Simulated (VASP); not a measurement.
# Hf4Ge2W (I4/mcm) in VASP: single point with PBE

Aim: the single point of Hf4Ge2W with PBE.

All numbers are computed with VASP 6.6.1; they aren't measurements. Logs are shortened: lines on timing, memory, paths and dates and some standing lists are left out, and cuts for length are marked.

### 1 The cell of the first run

It takes space group I4/mcm (No. 140, tetragonal). Conventional cell: a = 10.780 Å, b = 10.780 Å, c = 5.207 Å, α = 90.00°, β = 90.00°, γ = 90.00°. Hf (site symmetry m) has 2 W at 2.83 Å and 4 Ge at 2.89 to 3.05 Å and 7 Hf at 3.03 to 3.56 Å within 3.7 Å. Within 3.8 Å of Ge (site symmetry m2m) lie 8 Hf at 2.89 to 3.05 Å. Within 3.4 Å of W (site symmetry 422) lie 2 W at 2.60 Å and 8 Hf at 2.83 Å.

### 2 Single point, PBE

INCAR reads:

```
ALGO = Fast
EDIFF = 1E-6
ENCUT = 520
GGA = PE
ISIF = 2
ISMEAR = 0
LASPH = T
LCHARG = F
LREAL = F
LWAVE = F
NBANDS = 95
NELM = 100
PREC = Accurate
SIGMA = 0.2
```

KPOINTS reads:

```
k-points
0
Gamma
  4 4 4
```

POSCAR reads:

```
Hf4Ge2W
1.0
   -5.3899127473      5.3899127473      2.6034076091
    5.3899127473     -5.3899127473      2.6034076091
    5.3899127473      5.3899127473     -2.6034076091
Hf Ge W
8 4 2
Direct
    0.0833300741      0.2179184716      0.3012485457
    0.7179184716      0.5833300741      0.3012485457
    0.2820815284      0.4166699259      0.6987514543
    0.9166699259      0.7820815284      0.6987514543
    0.5833300741      0.2820815284      0.8654116025
    0.2179184716      0.9166699259      0.1345883975
    0.7820815284      0.0833300741      0.8654116025
    0.4166699259      0.7179184716      0.1345883975
    0.8504624433      0.3504624433      0.2009248866
    0.1495375567      0.6495375567      0.7990751134
    0.3504624433      0.1495375567      0.5000000000
    0.6495375567      0.8504624433      0.5000000000
    0.2500000000      0.2500000000      0.0000000000
    0.7500000000      0.7500000000      0.0000000000
```

Potentials or basis: VASP PAW PBE potentials, release 64 (Hf_pv, Ge_d, W_sv).

Launch:

```console
$ cat potpaw_PBE.64/Hf_pv/POTCAR potpaw_PBE.64/Ge_d/POTCAR potpaw_PBE.64/W_sv/POTCAR > POTCAR
$ mpirun -np 1 vasp_std > vasp.out
```

OUTCAR:

```text
EDIFF = 1E-6
   ENCUT = 520
   GGA = PE
   ISIF = 2
   ISMEAR = 0
   LASPH = T
   LREAL = F
   NELM = 100
   PREC = Accurate

 ion  position               nearest neighbor table
   1  0.083  0.218  0.301-  13 2.83  14 2.83   9 2.89  11 2.97   3 3.03  12 3.05  12 3.05   8 3.16
                             8 3.16   2 3.31   2 3.31   7 3.56   6 3.56
   2  0.718  0.583  0.301-  13 2.83  14 2.83   9 2.89  12 2.97   4 3.03  11 3.05  11 3.05   6 3.16
                             6 3.16   1 3.31   1 3.31   5 3.56   8 3.56
   3  0.282  0.417  0.699-  13 2.83  14 2.83  10 2.89  11 2.97   1 3.03  12 3.05  12 3.05   7 3.16
                             7 3.16   4 3.31   4 3.31   8 3.56   5 3.56
   4  0.917  0.782  0.699-  13 2.83  14 2.83  10 2.89  12 2.97   2 3.03  11 3.05  11 3.05   5 3.16
                             5 3.16   3 3.31   3 3.31   6 3.56   7 3.56
   5  0.583  0.282  0.865-  13 2.83  14 2.83  11 2.89   9 2.97   7 3.03  10 3.05  10 3.05   4 3.16
                             4 3.16   6 3.31   6 3.31   2 3.56   3 3.56
   6  0.218  0.917  0.135-  13 2.83  14 2.83  11 2.89  10 2.97   8 3.03   9 3.05   9 3.05   2 3.16
                             2 3.16   5 3.31   5 3.31   4 3.56   1 3.56
   7  0.782  0.083  0.865-  14 2.83  13 2.83  12 2.89   9 2.97   5 3.03  10 3.05  10 3.05   3 3.16
                             3 3.16   8 3.31   8 3.31   1 3.56   4 3.56
   8  0.417  0.718  0.135-  13 2.83  14 2.83  12 2.89  10 2.97   6 3.03   9 3.05   9 3.05   1 3.16
                             1 3.16   7 3.31   7 3.31   3 3.56   2 3.56
   9  0.850  0.350  0.201-   1 2.89   2 2.89   5 2.97   7 2.97   8 3.05   6 3.05   8 3.05   6 3.05
[... 7 lines left out ...]
  13  0.250  0.250  0.000-  14 2.60  14 2.60   5 2.83   7 2.83   1 2.83   6 2.83   2 2.83   8 2.83
                             3 2.83   4 2.83
  14  0.750  0.750  0.000-  13 2.60  13 2.60   7 2.83   5 2.83   1 2.83   6 2.83   2 2.83   8 2.83
                             3 2.83   4 2.83

  LATTYP: Found a body centered tetragonal cell.
 ALAT       =    10.7798254946
 C/A-ratio  =     0.4830147966

  Lattice vectors:

 A1 = (  -5.3899127473,   5.3899127473,   2.6034076091)
 A2 = (   5.3899127473,  -5.3899127473,   2.6034076091)
 A3 = (   5.3899127473,   5.3899127473,  -2.6034076091)

Analysis of symmetry for initial positions (statically):
=====================================================================
 Subroutine PRICEL returns:
 Original cell was already a primitive cell.

 Routine SETGRP: Setting up the symmetry group for a
 body centered tetragonal supercell.

 Subroutine GETGRP returns: Found 16 space group operations
 (whereof  8 operations were pure point group operations)
 out of a pool of 16 trial point group operations.

The static configuration has the point symmetry C_4h.
 The point group associated with its full space group is D_4h.

Analysis of symmetry for dynamics (positions and initial velocities):
=====================================================================
 Subroutine PRICEL returns:
 Original cell was already a primitive cell.

 Routine SETGRP: Setting up the symmetry group for a
 body centered tetragonal supercell.

 Subroutine GETGRP returns: Found 16 space group operations
 (whereof  8 operations were pure point group operations)
 out of a pool of 16 trial point group operations.

The dynamic configuration has the point symmetry C_4h.
 The point group associated with its full space group is D_4h.

 Subroutine INISYM returns: Found 16 space group operations
 (whereof  8 operations are pure point group operations),
 and found     1 'primitive' translations

----------------------------------------------------------------------------------------

                                     Primitive cell

  volume of cell :     302.5280

  direct lattice vectors                    reciprocal lattice vectors
    -5.389912747  5.389912747  2.603407609     0.000000000  0.092765880  0.192055980
     5.389912747 -5.389912747  2.603407609     0.092765880  0.000000000  0.192055980
     5.389912747  5.389912747 -2.603407609     0.092765880  0.092765880  0.000000000

  length of vectors
     8.054815332  8.054815332  8.054815332     0.213286212  0.213286212  0.131190766

  position of ions in fractional coordinates (direct lattice)
     0.083330074  0.217918472  0.301248546
     0.717918472  0.583330074  0.301248546
     0.282081528  0.416669926  0.698751454
[... 48 lines left out ...]
     0.000000000  0.000000000  0.000000000

 Subroutine IBZKPT returns following result:
 ===========================================

 Found     13 irreducible k-points:

 Following reciprocal coordinates:
            Coordinates               Weight
  0.000000  0.000000  0.000000      1.000000
  0.250000  0.000000 -0.000000      8.000000
  0.500000  0.000000 -0.000000      4.000000
  0.250000  0.250000 -0.000000      8.000000
  0.500000  0.250000 -0.000000     16.000000
 -0.250000  0.250000  0.000000      4.000000
  0.500000  0.500000 -0.000000      2.000000
  0.250000  0.250000  0.250000      2.000000
 -0.250000  0.250000  0.250000      4.000000
  0.500000  0.500000  0.250000      4.000000
 -0.250000  0.500000  0.250000      8.000000
 -0.250000 -0.250000  0.250000      2.000000
  0.500000  0.500000  0.500000      1.000000
   k-points           NKPTS =     13   k-points in BZ     NKDIM =     13   number of bands    NBANDS=     95
   number of dos      NEDOS =    301   number of ions     NIONS =     14
   total plane-waves  NPLWV = 216000
   dimension x,y,z NGX =    60 NGY =   60 NGZ =   60
   dimension x,y,z NGXF=   120 NGYF=  120 NGZF=  120
   ions per type =               8   4   2
   NGX,Y,Z   is equivalent  to a cutoff of  12.38, 12.38, 12.38 a.u.
   NGXF,Y,Z  is equivalent  to a cutoff of  24.77, 24.77, 24.77 a.u.
 SYSTEM =  unknown system
   PREC   = accura    normal or accurate (medium, high low for compatibility)
   ISTART =      0    job   : 0-new  1-cont  2-samecut
   ICHARG =      2    charge: 1-file 2-atom 10-const
   ISPIN  =      1    spin polarized calculation?
   LNONCOLLINEAR =      F non collinear calculations
   LSORBIT =      F    spin-orbit coupling
   LASPH  =      T    aspherical Exc in radial PAW
   ENCUT  =  520.0 eV  38.22 Ry    6.18 a.u.  14.98 14.98 14.98*2*pi/ulx,y,z
   NELM   =    100;   NELMIN=  2; NELMDL= -5     # of ELM steps
   EDIFF  = 0.1E-05   stopping-criterion for ELM
   LREAL  =      F    real-space projection
   EDIFFG = 0.1E-04   stopping-criterion for IOM
   NSW    =      0    number of steps for IOM
   IBRION =     -1    ionic relax: 0-MD 1-quasi-New 2-CG
   NFREE  =      0    steps in history (QN), initial steepest desc. (CG)
   ISIF   =      2    stress and relaxation
   ISYM   =      2    0-nonsym 1-usesym 2-fastsym
   POTIM  = 0.5000    time-step for ionic-motion
   TEBEG  =    0.0;   TEEND  =   0.0 temperature during run
   PSTRESS=    0.0 pullay stress
   NELECT =     164.0000    total number of electrons
   NUPDOWN=      -1.0000    fix difference up-down
   EMIN   =  10.00;   EMAX   =-10.00  energy-range for DOS
   EFERMI =   0.00;   METHOD = LEGACY
   ISMEAR =     0;   SIGMA  =   0.20  broadening in eV -4-tet -1-fermi 0-gaus
   EFERMI_NEDOS =   21; number of points for ismear=-14 and -15
   IALGO  =     68    algorithm
   IMIX   =      4    mixing-type and parameters
     AMIX     =   0.40;   BMIX     =  1.00
     AMIX_MAG =   1.60;   BMIX_MAG =  1.00
  volume/ion in A,a.u.               =      21.61       145.83
  Fermi-wavevector in a.u.,A,eV,Ry     =   1.334855  2.522511 24.243392  1.781839
  Thomas-Fermi vector in A             =   2.463605
   LORBIT       =      0    0 simple, 1 ext, 2 COOP (PROOUT), +10 PAW based schemes
   GGA     = PE    functional components
   LHFCALC =     F    Hartree Fock is set to
   AEXX    =    0.0000 exact exchange contribution
   IVDW    =     0    specifies the selected vdW correction
   LEPSILON=     F    determine dielectric tensor
   LRPA    =     F    only Hartree local field effects (RPA)
 non-spin polarized calculation
 RMM-DIIS sequential band-by-band and
 Gauss-broadening in eV      SIGMA  =   0.20
  energy-cutoff  :      520.00
  volume of cell :      302.53
 maximum number of plane-waves:      8202
   NGX = 29   NGY = 29   NGZ = 29

 number of electron     163.9999983 magnetization

 Free energy of the ion-electron system (eV)
  ---------------------------------------------------
  ext. energy  EPLUGINS =         0.00000000
  ---------------------------------------------------
  free energy    TOTEN  =      -125.21885596 eV

  energy without entropy =     -124.90327342  energy(sigma->0) =     -125.06106469

 E-fermi :   5.1462     XC(G=0): -11.1019

 val. band max:        5.1371429317   @ k =  -0.2500   0.2500   0.2500
 cond. band min:       5.1627794126   @ k =   0.5000   0.0000  -0.0000
 fundamental gap:      0.0256364809
 Fermi energy:         5.1462062873

 k-point     1 :       0.0000    0.0000    0.0000
  band No.  band energies     occupation
      1     -67.9454      2.00000
      2     -67.8333      2.00000
      3     -32.9737      2.00000
      4     -32.2904      2.00000
      5     -32.2904      2.00000
      6     -32.1059      2.00000
[... 1250 lines left out ...]
     93       7.4068      0.00000
     94       7.7494      0.00000
 [bands above 94 left out]

------------------------ aborting loop because EDIFF is reached ----------------------------------------

  FORCE on cell =-STRESS in cart. coord.  units (eV):
  Direction    XX          YY          ZZ          XY          YZ          ZX
  --------------------------------------------------------------------------------------
  -------------------------------------------------------------------------------------
  Total       -0.9026381     -0.9026381     -0.2454741      0.0000000      0.0000000     -0.0000000
  in kB       -4.7803383     -4.7803383     -1.3000220      0.0000000      0.0000000     -0.0000000
  external PRESSURE =      -3.6202329 kB  Pullay stress =       0.0000000 kB

 VOLUME and BASIS-vectors are now :
 -----------------------------------------------------------------------------
  energy-cutoff  :      520.00
  volume of cell :      302.53
      direct lattice vectors                 reciprocal lattice vectors
    -5.389912747  5.389912747  2.603407609     0.000000000  0.092765880  0.192055980
     5.389912747 -5.389912747  2.603407609     0.092765880  0.000000000  0.192055980
     5.389912747  5.389912747 -2.603407609     0.092765880  0.092765880  0.000000000

 POSITION                                       TOTAL-FORCE (eV/Angst)
 -----------------------------------------------------------------------------------
      2.34912      0.89828      0.00000        -0.035019     -0.005644      0.000000
      0.89828      2.34912      2.60341        -0.005644     -0.035019      0.000000
      4.49163      3.04079      0.00000         0.005644      0.035019     -0.000000
      3.04079      4.49163      2.60341         0.035019      0.005644     -0.000000
      3.04079      6.28820     -0.00000         0.035019     -0.005644     -0.000000
      4.49163     -3.04079      2.60341         0.005644     -0.035019     -0.000000
      0.89828      8.43070     -0.00000        -0.005644      0.035019     -0.000000
      2.34912     -0.89828      2.60341        -0.035019      0.005644      0.000000
     -1.61199      3.77792      2.60341        -0.019339     -0.019339      0.000000
      7.00190      1.61199     -0.00000         0.019339      0.019339     -0.000000
      1.61199      3.77792      0.00000         0.019339     -0.019339     -0.000000
      3.77792      1.61199      2.60341        -0.019339      0.019339     -0.000000
      0.00000      0.00000      1.30170        -0.000000     -0.000000     -0.000000
      0.00000      0.00000      3.90511        -0.000000     -0.000000     -0.000000
 -----------------------------------------------------------------------------------
    total drift:                               -0.000000     -0.000000      0.000000

  FREE ENERGIE OF THE ION-ELECTRON SYSTEM (eV)
  ---------------------------------------------------
  free  energy   TOTEN  =      -125.2188559599 eV

  energy  without entropy=     -124.9032734244  energy(sigma->0) =     -125.06106469
```

Wall time 14 min (1 thread of Intel Xeon 6975P-C (Granite Rapids), shared host); peak memory 0.69 GiB.

Results:

* Free energy: -125.2189 eV
* Pressure: -0.4 GPa
* Largest force: 0.035 eV/Å
* Band gap on the k mesh: zero (band 82 reaches 5.29 eV, above the bottom of band 83 at 5.12 eV)

Forces in eV/Å, atoms in the order of the input:
```
Hf  -0.035 -0.006  0.000
Hf  -0.006 -0.035  0.000
Hf   0.006  0.035  0.000
Hf   0.035  0.006  0.000
Hf   0.035 -0.006  0.000
Hf   0.006 -0.035  0.000
Hf  -0.006  0.035  0.000
Hf  -0.035  0.006  0.000
Ge  -0.019 -0.019  0.000
Ge   0.019  0.019  0.000
Ge   0.019 -0.019  0.000
Ge  -0.019  0.019  0.000
W    0.000  0.000  0.000
W    0.000  0.000  0.000
```

Caveat: spin-orbit coupling is left out, which moves the levels of the heavy elements.
